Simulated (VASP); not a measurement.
A run of VASP 6.6.1:

Contents of POSCAR:

```
Ga2O3
1.0
    1.3883852660      0.0000000000     -5.6399772456
    0.0000000000      3.0390611527      0.0000000000
   11.0061364120      0.0000000000      5.0810446367
Ga O
8 12
Direct
    0.2116800381      0.0000000000      0.8405209738
    0.7616800381      0.5000000000      0.3405209738
    0.6383199619      0.0000000000      0.6594790262
    0.1883199619      0.5000000000      0.1594790262
    0.3033784301      0.0000000000      0.4087278752
    0.7533784301      0.5000000000      0.9087278752
    0.6466215699      0.0000000000      0.0912721248
    0.0966215699      0.5000000000      0.5912721248
   -0.0363648349      0.0000000000      0.9142143310
    0.5136351651      0.5000000000      0.4142143310
    0.8863648349      0.0000000000      0.5857856690
    0.4363648349      0.5000000000      0.0857856690
    0.5174829717      0.0000000000      0.9233419983
    0.0674829717      0.5000000000      0.4233419983
    0.3325170283      0.0000000000      0.5766580017
    0.8825170283      0.5000000000      0.0766580017
    0.2154192676      0.0000000000      0.2462851429
    0.6654192676      0.5000000000      0.7462851429
    0.7345807324      0.0000000000      0.2537148571
    0.1845807324      0.5000000000      0.7537148571
```

Contents of INCAR.step1:

```
SYSTEM = Ga2O3
PREC = Accurate ; ENCUT = 520
ISMEAR = 0 ; SIGMA = 0.05
LREAL = Auto ; LASPH = .True.
NELM = 80 ; NBANDS = 104
GGA = PE ; ALGO = Normal
EDIFF = 1E-4 ; LWAVE = .True.
LCHARG = .False.
```

INCAR.step2

```
SYSTEM = Ga2O3
PREC = Accurate ; ENCUT = 520
EDIFF = 1E-6 ; ISMEAR = 0
SIGMA = 0.05 ; LREAL = Auto
LASPH = .True. ; NELM = 80
ALGO = Normal ; ISIF = 2
LWAVE = .False. ; LCHARG = .False.
METAGGA = R2SCAN ; LMIXTAU = .True.
NBANDS = 104 ; ISTART = 1
```

The input KPOINTS:

```
regular mesh
0
Gamma
  4 7 2
  0 0 0
```

Potentials or basis: VASP PAW PBE potentials, release 64 (Ga_d, O).

The run is started by

```sh
$ cat potpaw_PBE.64/Ga_d/POTCAR potpaw_PBE.64/O/POTCAR > POTCAR
$ cp INCAR.step1 INCAR
$ mpirun -np 1 vasp_std > vasp.out
$ cp INCAR.step2 INCAR
$ mpirun -np 1 vasp_std > vasp.out
```

Hardware: 1 thread of Oxide Virtual Turin-like Processor, on a shared host.

**Question.** Estimate the wall time of this run.

**Answer.** Wall time 63 min on 1 thread of Oxide Virtual Turin-like Processor (shared host), peak memory 0.5 GiB. Counts: k points 24.
